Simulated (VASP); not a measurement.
# CuI: single point with r2SCAN

CuI:

```
Cu I
1.0
     0.00000    3.01203    3.01203
     3.01203    0.00000    3.01203
     3.01203    3.01203    0.00000
Cu I
1 1
Direct
  0.00000 0.00000 0.00000
  0.25000 0.25000 0.25000
```

```yaml
Program: VASP 6.6.1
Task: single point
Functional: r2SCAN
Potentials_or_basis: VASP PAW PBE potentials, release 64 (Cu, I)
Cutoff: 520 eV
k_mesh: 6 × 6 × 6
Occupations: gaussian, width 0.01 eV
Spin: no spin polarisation
Dipole_correction: no
Further_INCAR_settings: ALGO = Normal; EDIFF = 1e-06; NBANDS = 16
```

* Pressure: -0.1 GPa
* Band gap on the k mesh: 1.67 eV, direct

Levels at points of the mesh, in eV from the valence-band top:
```tsv
k point	band 6	band 7	band 8	band 9	band 10	band 11	band 12	band 13
(0.00, 0.00, 0.00)	-1.92	0.00	0.00	0.00	1.67	5.22	5.22	5.22
(0.50, 0.00, 0.00)	-1.89	-1.85	-0.74	-0.74	2.57	5.73	5.73	7.75
(0.50, 0.50, 0.00)	-1.84	-1.82	-1.57	-1.57	2.90	3.17	9.94	10.51
```

Wall time 120 s on 1 thread of Intel Xeon 6975P-C, on a shared host, peak memory 0.19 GiB.

Caveat: the PAW data sets were made with another functional, which shifts forces and pressure a little; spin-orbit coupling is left out, which moves the levels of the heavy elements. r2SCAN opens gaps a little over a GGA but as a rule still falls short of measured ones.
